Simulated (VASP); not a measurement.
Set up this calculation in VASP 6.6.1, as the native input.

```
Task                   : single point
Functional             : PBE
Potentials or basis    : VASP PAW PBE potentials, release 64 (Ti_sv, H)
Cutoff                 : 520 eV
k mesh                 : 6 × 6 × 4
Occupations            : gaussian, width 0.1 eV
Spin                   : no spin polarisation
Dipole correction      : no
Further INCAR settings : ALGO = Normal; EDIFF = 1e-06; NBANDS = 25
```

The structure of TiH3 lies in POSCAR:

```
TiH3
1.0
    3.5423557100      0.0000000000      0.0000000000
   -1.7711778500      3.0677700300      0.0000000000
    0.0000000000      0.0000000000      5.9310652600
Ti H
2 6
Direct
    0.3333333300      0.6666666700      0.2500000000
    0.6666666700      0.3333333300      0.7500000000
    0.3333333300      0.6666666700      0.5634160300
    0.3333333300      0.6666666700      0.9365839700
    0.6666666700      0.3333333300      0.4365839700
    0.6666666700      0.3333333300      0.0634160300
    0.0000000000      0.0000000000      0.2500000000
    0.0000000000      0.0000000000      0.7500000000
```

These files were run (other wordings do the same):

INCAR

```
PREC = Accurate
ENCUT = 520
EDIFF = 1E-6
ISMEAR = 0
SIGMA = 0.1
LREAL = False
LASPH = True
NELM = 80
ALGO = Normal
ISIF = 2
LWAVE = False
LCHARG = False
GGA = PE
NBANDS = 25
```

KPOINTS

```
regular mesh
0
Gamma
  6 6 4
```

Potentials or basis: VASP PAW PBE potentials, release 64 (Ti_sv, H).

Launch:

```sh
$ cat potpaw_PBE.64/Ti_sv/POTCAR potpaw_PBE.64/H/POTCAR > POTCAR
$ mpirun -np 1 vasp_std > vasp.out
```

Results of the run:

| Item | Value |
| --- | --- |
| Pressure | -19.5 GPa |
| Largest force | 1.006 eV/Å |
| Band gap on the k mesh | zero (band 15 reaches 5.12 eV, above the bottom of band 16 at 4.49 eV) |

Caveat: forces of over 1 eV/Å act on the atoms, so gaps and moduli don't describe the material at rest.

Run time: 16 s on 1 thread of Intel(R) Xeon(R) 6975P-C (Granite Rapids), with other jobs on the host, peak memory 0.19 GiB.
